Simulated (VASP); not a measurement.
# CoO (Pm-3m) in VASP: a series of runs, part 2 of 3

VASP 6.6.1.

## 3. Single point, r2SCAN+U

This run uses another cell than the first one, of 7.84 Å³/atom, 1.075 times its volume.

The input, POSCAR:

```
CoO
1.0
    2.5024186096      0.0000000000      0.0000000000
    0.0000000000      2.5024186096      0.0000000000
    0.0000000000      0.0000000000      2.5024186096
Co O
1 1
Direct
    0.0000000000      0.0000000000      0.0000000000
    0.5000000000      0.5000000000      0.5000000000
```

The input, INCAR.step1:

```
SYSTEM = CoO
PREC     = Accurate       ! precision mode
ENCUT    = 520            ! plane-wave cutoff, eV
ISMEAR   = 0              ! smearing method
SIGMA    = 0.02           ! smearing width, eV
LREAL    = .False.        ! projectors in reciprocal space
LASPH    = .True.         ! aspherical terms in the spheres
NELM     = 150            ! most SCF steps
LMAXMIX  = 4              ! l up to which the mixer works
LDAU     = .True.         ! DFT+U
LDAUTYPE = 2            
LDAUL    = 2 -1           ! shell
LDAUU    = 3.32 0         ! U, eV
LDAUJ    = 0 0          
NBANDS   = 14             ! bands
GGA      = PE             ! functional
ALGO     = Normal         ! electronic algorithm
EDIFF    = 1E-4           ! SCF threshold, eV
LWAVE    = .True.         ! write WAVECAR
LCHARG   = .False.        ! write CHGCAR
```

The input, INCAR.step2:

```
SYSTEM = CoO
PREC     = Accurate       ! precision mode
ENCUT    = 520            ! plane-wave cutoff, eV
EDIFF    = 1E-6           ! SCF threshold, eV
ISMEAR   = 0              ! smearing method
SIGMA    = 0.02           ! smearing width, eV
LREAL    = .False.        ! projectors in reciprocal space
LASPH    = .True.         ! aspherical terms in the spheres
NELM     = 150            ! most SCF steps
ALGO     = Normal         ! electronic algorithm
ISIF     = 2              ! what is computed and relaxed
LWAVE    = .False.        ! write WAVECAR
LCHARG   = .False.        ! write CHGCAR
LMAXMIX  = 4              ! l up to which the mixer works
LDAU     = .True.         ! DFT+U
LDAUTYPE = 2            
LDAUL    = 2 -1           ! shell
LDAUU    = 3.32 0         ! U, eV
LDAUJ    = 0 0          
LDAUPRINT= 1            
METAGGA  = R2SCAN         ! meta-GGA
LMIXTAU  = .True.       
NBANDS   = 14             ! bands
ISTART   = 1
```

The input, KPOINTS:

```
regular mesh
0
Gamma
  10 10 10
  0 0 0
```

Potentials or basis: VASP PAW PBE potentials, release 64 (Co, O).

The run is started by

```sh
$ cat potpaw_PBE.64/Co/POTCAR potpaw_PBE.64/O/POTCAR > POTCAR
$ cp INCAR.step1 INCAR
$ mpirun -np 1 vasp_std > vasp.out
$ cp INCAR.step2 INCAR
$ mpirun -np 1 vasp_std > vasp.out
```

OUTCAR:

```text
SYSTEM = CoO
   PREC = Accurate
   ENCUT = 520
   EDIFF = 1E-6
   ISMEAR = 0
   LREAL = .False.
   LASPH = .True.
   NELM = 150
   ISIF = 2
   METAGGA = R2SCAN
   ISTART = 1

 ion  position               nearest neighbor table
   1  0.000  0.000  0.000-   2 2.17   2 2.17   2 2.17   2 2.17   2 2.17   2 2.17   2 2.17   2 2.17

   2  0.500  0.500  0.500-   1 2.17   1 2.17   1 2.17   1 2.17   1 2.17   1 2.17   1 2.17   1 2.17

  LATTYP: Found a simple cubic cell.
 ALAT       =     2.5024186096

  Lattice vectors:

 A1 = (   2.5024186096,   0.0000000000,   0.0000000000)
 A2 = (   0.0000000000,   2.5024186096,   0.0000000000)
 A3 = (   0.0000000000,   0.0000000000,   2.5024186096)

Analysis of symmetry for initial positions (statically):
=====================================================================
 Subroutine PRICEL returns:
 Original cell was already a primitive cell.

 Routine SETGRP: Setting up the symmetry group for a
 simple cubic supercell.

 Subroutine GETGRP returns: Found 48 space group operations
 (whereof 48 operations were pure point group operations)
 out of a pool of 48 trial point group operations.

The static configuration has the point symmetry O_h .

Analysis of symmetry for dynamics (positions and initial velocities):
=====================================================================
 Subroutine PRICEL returns:
 Original cell was already a primitive cell.

 Routine SETGRP: Setting up the symmetry group for a
 simple cubic supercell.

 Subroutine GETGRP returns: Found 48 space group operations
 (whereof 48 operations were pure point group operations)
 out of a pool of 48 trial point group operations.

The dynamic configuration has the point symmetry O_h .

 Subroutine INISYM returns: Found 48 space group operations
 (whereof 48 operations are pure point group operations),
 and found     1 'primitive' translations

----------------------------------------------------------------------------------------

                                     Primitive cell

  volume of cell :      15.6704

  direct lattice vectors                    reciprocal lattice vectors
     2.502418610  0.000000000  0.000000000     0.399613396  0.000000000  0.000000000
     0.000000000  2.502418610  0.000000000     0.000000000  0.399613396  0.000000000
     0.000000000  0.000000000  2.502418610     0.000000000  0.000000000  0.399613396

  length of vectors
     2.502418610  2.502418610  2.502418610     0.399613396  0.399613396  0.399613396

  position of ions in fractional coordinates (direct lattice)
     0.000000000  0.000000000  0.000000000
     0.500000000  0.500000000  0.500000000

  ion indices of the primitive-cell ions
   primitive index   ion index
                 1           1
                 2           2

----------------------------------------------------------------------------------------

 KPOINTS: regular mesh

Automatic generation of k-mesh.
 Grid dimensions read from file:
 generate k-points for:   10   10   10
[... 89 lines left out ...]
 LDA+U is selected, type is set to LDAUTYPE =  2
   angular momentum for each species LDAUL =     2   -1
   U (eV)           for each species LDAUU =   3.3  0.0
   J (eV)           for each species LDAUJ =   0.0  0.0
   METAGGA = R2SCAN    functional components
   LHFCALC =     F    Hartree Fock is set to
   AEXX    =    0.0000 exact exchange contribution
   IVDW    =     0    specifies the selected vdW correction
   LEPSILON=     F    determine dielectric tensor
   LRPA    =     F    only Hartree local field effects (RPA)
 non-spin polarized calculation
 Gauss-broadening in eV      SIGMA  =   0.02
  energy-cutoff  :      520.00
  volume of cell :       15.67
 maximum number of plane-waves:       441
 NGX is ok and might be reduce to    20
   NGX =  9   NGY =  9   NGZ =  9

atom =   1  type =  1  l = 2

 onsite density matrix

spin component  1

  0.6256 -0.0000  0.0000  0.0000  0.0000
 -0.0000  0.6256 -0.0000 -0.0000 -0.0000
  0.0000 -0.0000  0.9463  0.0000  0.0000
  0.0000 -0.0000  0.0000  0.6256  0.0000
  0.0000 -0.0000  0.0000  0.0000  0.9463

spin component  2

  0.6256 -0.0000  0.0000  0.0000  0.0000
 -0.0000  0.6256 -0.0000 -0.0000 -0.0000
  0.0000 -0.0000  0.9463  0.0000  0.0000
  0.0000 -0.0000  0.0000  0.6256  0.0000
  0.0000 -0.0000  0.0000  0.0000  0.9463

 occupancies and eigenvectors

  o =  0.6256  v =  0.0000  0.9874 -0.0000 -0.1584 -0.0000  0.0000  0.0000  0.0000  0.0000  0.0000      0.0000  0.0000  0.0000  0.0000  0.0000  0.0000  0.0000  0.0000  0.0000  0.0000
  o =  0.6256  v =  0.0000  0.0000  0.0000  0.0000  0.0000  0.0000  0.9874 -0.0000 -0.1584 -0.0000      0.0000  0.0000  0.0000  0.0000  0.0000  0.0000  0.0000  0.0000  0.0000  0.0000
  o =  0.6256  v =  0.0000 -0.1584 -0.0000 -0.9874 -0.0000  0.0000  0.0000  0.0000  0.0000  0.0000      0.0000  0.0000  0.0000  0.0000  0.0000  0.0000  0.0000  0.0000  0.0000  0.0000
  o =  0.6256  v =  0.0000  0.0000  0.0000  0.0000  0.0000  0.0000 -0.1584 -0.0000 -0.9874 -0.0000      0.0000  0.0000  0.0000  0.0000  0.0000  0.0000  0.0000  0.0000  0.0000  0.0000
  o =  0.6256  v =  0.0000  0.0000  0.0000  0.0000  0.0000  1.0000  0.0000  0.0000  0.0000  0.0000      0.0000  0.0000  0.0000  0.0000  0.0000  0.0000  0.0000  0.0000  0.0000  0.0000
  o =  0.6256  v =  1.0000  0.0000  0.0000  0.0000  0.0000  0.0000  0.0000  0.0000  0.0000  0.0000      0.0000  0.0000  0.0000  0.0000  0.0000  0.0000  0.0000  0.0000  0.0000  0.0000
  o =  0.9463  v =  0.0000 -0.0000 -0.0477 -0.0000  0.9989  0.0000  0.0000  0.0000  0.0000  0.0000      0.0000  0.0000  0.0000  0.0000  0.0000  0.0000  0.0000  0.0000  0.0000  0.0000
  o =  0.9463  v =  0.0000  0.0000  0.0000  0.0000  0.0000  0.0000 -0.0000 -0.0477 -0.0000  0.9989      0.0000  0.0000  0.0000  0.0000  0.0000  0.0000  0.0000  0.0000  0.0000  0.0000
  o =  0.9463  v =  0.0000  0.0000  0.0000  0.0000  0.0000  0.0000 -0.0000 -0.9989  0.0000 -0.0477      0.0000  0.0000  0.0000  0.0000  0.0000  0.0000  0.0000  0.0000  0.0000  0.0000
  o =  0.9463  v =  0.0000 -0.0000 -0.9989  0.0000 -0.0477  0.0000  0.0000  0.0000  0.0000  0.0000      0.0000  0.0000  0.0000  0.0000  0.0000  0.0000  0.0000  0.0000  0.0000  0.0000

 number of electron      14.9999986 magnetization

 Free energy of the ion-electron system (eV)
  ---------------------------------------------------
  ext. energy  EPLUGINS =         0.00000000
  ---------------------------------------------------
  free energy    TOTEN  =       -16.08937413 eV

  energy without entropy =      -16.08871891  energy(sigma->0) =      -16.08904652

 E-fermi :  10.2253     XC(G=0): -14.6143

 val. band max:       10.2211206711   @ k =   0.1000   0.1000   0.0000
 cond. band min:      10.2333949971   @ k =   0.4000   0.4000   0.2000
 fundamental gap:      0.0122743260
 Fermi energy:        10.2252702784

 k-point     1 :       0.0000    0.0000    0.0000
  band No.  band energies     occupation
      1     -12.5574      2.00000
      2       5.7684      2.00000
      3       5.7684      2.00000
      4       6.6985      2.00000
      5       6.6985      2.00000
      6       6.6985      2.00000
      7      10.0884      2.00000
      8      10.0884      2.00000
      9      10.0884      2.00000
     10      13.0684      0.00000
     11      27.1059      0.00000
     12      27.1059      0.00000
     13      34.3555      0.00000
     14      34.3555      0.00000
[... 377 lines left out ...]
      1     -11.4650      2.00000
      2       2.1929      2.00000
      3       5.2474      2.00000
      4       5.6924      2.00000
      5       6.6293      2.00000
      6       8.3977      2.00000
      7       9.9096      2.00000
      8      10.5559      0.00000
      9      11.0406      0.00000
     10      17.0681      0.00000
     11      24.0976      0.00000
     12      27.3876      0.00000
     13      31.2897      0.00000
     14      31.4691      0.00000

 [... further k-points ...]
[... 5 lines left out ...]
  --------------------------------------------------------------------------------------
  -------------------------------------------------------------------------------------
  Total        0.6003149      0.6003149      0.6003149      0.0000000     -0.0000000      0.0000000
  in kB       61.3775869     61.3775869     61.3775869      0.0000000     -0.0000000      0.0000000
  external PRESSURE =      61.3775869 kB  Pullay stress =       0.0000000 kB

 VOLUME and BASIS-vectors are now :
 -----------------------------------------------------------------------------
  energy-cutoff  :      520.00
  volume of cell :       15.67
      direct lattice vectors                 reciprocal lattice vectors
     2.502418610  0.000000000  0.000000000     0.399613396  0.000000000  0.000000000
     0.000000000  2.502418610  0.000000000     0.000000000  0.399613396  0.000000000
     0.000000000  0.000000000  2.502418610     0.000000000  0.000000000  0.399613396

 POSITION                                       TOTAL-FORCE (eV/Angst)
 -----------------------------------------------------------------------------------
      0.00000      0.00000      0.00000         0.000000      0.000000      0.000000
      1.25121      1.25121      1.25121         0.000000      0.000000      0.000000
 -----------------------------------------------------------------------------------
    total drift:                               -0.000000      0.000000      0.000000

  FREE ENERGIE OF THE ION-ELECTRON SYSTEM (eV)
  ---------------------------------------------------
  free  energy   TOTEN  =       -16.0893741310 eV

  energy  without entropy=      -16.0887189134  energy(sigma->0) =      -16.08904652
```

Wall time 29 s (1 thread of AMD EPYC 9R45 (Zen 5), shared host); peak memory 0.11 GiB.

Results:

```yaml
Free_energy: -16.0894 eV
Pressure: 6.1 GPa
```

Eigenvalues of the final occupation matrices:
| site | spin | trace | eigenvalues |
| --- | --- | --- | --- |
| site 1 d | 1 | 3.77 | 0.63 0.63 0.63 0.95 0.95 |
| site 1 d | 2 | 3.77 | 0.63 0.63 0.63 0.95 0.95 |

Caveat: the PAW data sets were made with another functional, which shifts forces and pressure a little; an odd number of electrons without spin polarisation forces a metal; a magnetic or distorted state may lie lower; the run has no spin polarisation, though such a crystal can be magnetic; U without spin polarisation on a metal has little footing. Spin polarisation is off, so any magnetic state and its effect on volume and gap are missing.

## 4. Single point, r2SCAN+U

This run uses another cell than the first one, of 8.15 Å³/atom, 1.118 times its volume.

The input, POSCAR:

```
CoO
1.0
    2.5353006867      0.0000000000      0.0000000000
    0.0000000000      2.5353006867      0.0000000000
    0.0000000000      0.0000000000      2.5353006867
Co O
1 1
Direct
    0.0000000000      0.0000000000      0.0000000000
    0.5000000000      0.5000000000      0.5000000000
```

The input, INCAR.step1:

```
  PREC = Accurate
  ENCUT = 520
  ISMEAR = 0
  SIGMA = 0.02
  LREAL = False
  LASPH = True
  NELM = 150
  LMAXMIX = 4
  LDAU = True
  LDAUTYPE = 2
  LDAUL = 2 -1
  LDAUU = 3.32 0
  LDAUJ = 0 0
  NBANDS = 14
  GGA = PE
  ALGO = Normal
  EDIFF = 1E-4
  LWAVE = True
  LCHARG = False
```

The input, INCAR.step2:

```
  PREC = Accurate
  ENCUT = 520
  EDIFF = 1E-6
  ISMEAR = 0
  SIGMA = 0.02
  LREAL = False
  LASPH = True
  NELM = 150
  ALGO = Normal
  ISIF = 2
  LWAVE = False
  LCHARG = False
  LMAXMIX = 4
  LDAU = True
  LDAUTYPE = 2
  LDAUL = 2 -1
  LDAUU = 3.32 0
  LDAUJ = 0 0
  LDAUPRINT = 1
  METAGGA = R2SCAN
  LMIXTAU = True
  NBANDS = 14
  ISTART = 1
```

The input, KPOINTS:

```
Automatic mesh
0
Gamma
  10 10 10
```

The run is started by

```sh
$ cat potpaw_PBE.64/Co/POTCAR potpaw_PBE.64/O/POTCAR > POTCAR
$ cp INCAR.step1 INCAR
$ mpirun -np 1 vasp_std > vasp.out
$ cp INCAR.step2 INCAR
$ mpirun -np 1 vasp_std > vasp.out
```

Run time: 27 s. Hardware: 1 thread of AMD EPYC 9R45 (Zen 5), shared host; peak memory 0.11 GiB.

The run converged. Its results:

| Property | Result |
| --- | --- |
| Free energy | -16.0941 eV |
| Pressure | -3.9 GPa |

Levels at points of the mesh, in eV from the Fermi level:
| k point | band 5 | band 6 | band 7 | band 8 | band 9 | band 10 |
| --- | --- | --- | --- | --- | --- | --- |
| (0.00, 0.00, 0.00) | -3.36 | -3.36 | -0.12 | -0.12 | -0.12 | 2.51 |
| (0.50, 0.00, 0.00) | -3.83 | -0.99 | -0.01 | 1.19 | 1.19 | 8.11 |
| (0.50, 0.50, 0.00) | -2.38 | -1.02 | -0.91 | -0.91 | -0.82 | 7.61 |
| (0.50, 0.50, 0.50) | -0.77 | -0.77 | 1.55 | 1.55 | 1.55 | 8.40 |

Eigenvalues of the final occupation matrices:
```csv
site,spin,trace,eigenvalues
site 1 d,1,3.75,0.62 0.62 0.62 0.95 0.95
site 1 d,2,3.75,0.62 0.62 0.62 0.95 0.95
```

Caveat: the PAW data sets were made with another functional, which shifts forces and pressure a little; an odd number of electrons without spin polarisation forces a metal; a magnetic or distorted state may lie lower; the run has no spin polarisation, though such a crystal can be magnetic; U without spin polarisation on a metal has little footing.

## 5. Single point, r2SCAN+U

This run uses another cell than the first one, of 8.38 Å³/atom, 1.150 times its volume.

The input, POSCAR:

```
CoO
1.0
    2.5593111365      0.0000000000      0.0000000000
    0.0000000000      2.5593111365      0.0000000000
    0.0000000000      0.0000000000      2.5593111365
Co O
1 1
Direct
    0.0000000000      0.0000000000      0.0000000000
    0.5000000000      0.5000000000      0.5000000000
```

The input, INCAR.step1:

```
PREC = Accurate
ENCUT = 520
ISMEAR = 0
SIGMA = 0.02
LREAL = F
LASPH = T
NELM = 150
LMAXMIX = 4
LDAU = T
LDAUTYPE = 2
LDAUL = 2 -1
LDAUU = 3.32 0
LDAUJ = 0 0
NBANDS = 14
GGA = PE
ALGO = Normal
EDIFF = 1E-4
LWAVE = T
LCHARG = F
```

The input, INCAR.step2:

```
PREC = Accurate
ENCUT = 520
EDIFF = 1E-6
ISMEAR = 0
SIGMA = 0.02
LREAL = F
LASPH = T
NELM = 150
ALGO = Normal
ISIF = 2
LWAVE = F
LCHARG = T
LMAXMIX = 4
LDAU = T
LDAUTYPE = 2
LDAUL = 2 -1
LDAUU = 3.32 0
LDAUJ = 0 0
LDAUPRINT = 1
METAGGA = R2SCAN
LMIXTAU = T
LELF = T
LVHAR = T
NBANDS = 14
ISTART = 1
```

KPOINTS is that of step 4.

The run is started by

```sh
$ cat potpaw_PBE.64/Co/POTCAR potpaw_PBE.64/O/POTCAR > POTCAR
$ cp INCAR.step1 INCAR
$ mpirun -np 1 vasp_std > vasp.out
$ cp INCAR.step2 INCAR
$ mpirun -np 1 vasp_std > vasp.out
```

It took 27 s on 1 thread of AMD EPYC 9R45 (Zen 5), shared host; peak memory 0.11 GiB.

It converged, with:

```yaml
Free_energy: -16.0742 eV
Pressure: -10.1 GPa
```

Levels at points of the mesh, in eV from the Fermi level:
| k point | band 4 | band 5 | band 6 | band 7 | band 8 | band 9 | band 10 | band 11 |
| --- | --- | --- | --- | --- | --- | --- | --- | --- |
| (0.00, 0.00, 0.00) | -3.25 | -3.25 | -3.25 | -0.11 | -0.11 | -0.11 | 2.29 | 16.49 |
| (0.50, 0.00, 0.00) | -4.15 | -3.73 | -1.01 | 0.00 | 1.15 | 1.15 | 7.89 | 9.92 |
| (0.50, 0.50, 0.00) | -3.51 | -2.30 | -1.00 | -0.86 | -0.85 | -0.85 | 7.42 | 13.18 |
| (0.50, 0.50, 0.50) | -7.48 | -0.82 | -0.82 | 1.50 | 1.50 | 1.50 | 8.32 | 8.32 |

Eigenvalues of the final occupation matrices:
```tsv
site	spin	trace	eigenvalues
site 1 d	1	3.74	0.62 0.62 0.62 0.95 0.95
site 1 d	2	3.74	0.62 0.62 0.62 0.95 0.95
```

Caveat: the PAW data sets were made with another functional, which shifts forces and pressure a little; an odd number of electrons without spin polarisation forces a metal; a magnetic or distorted state may lie lower; the run has no spin polarisation, though such a crystal can be magnetic; U without spin polarisation on a metal has little footing.

[end of part 2 of 3]
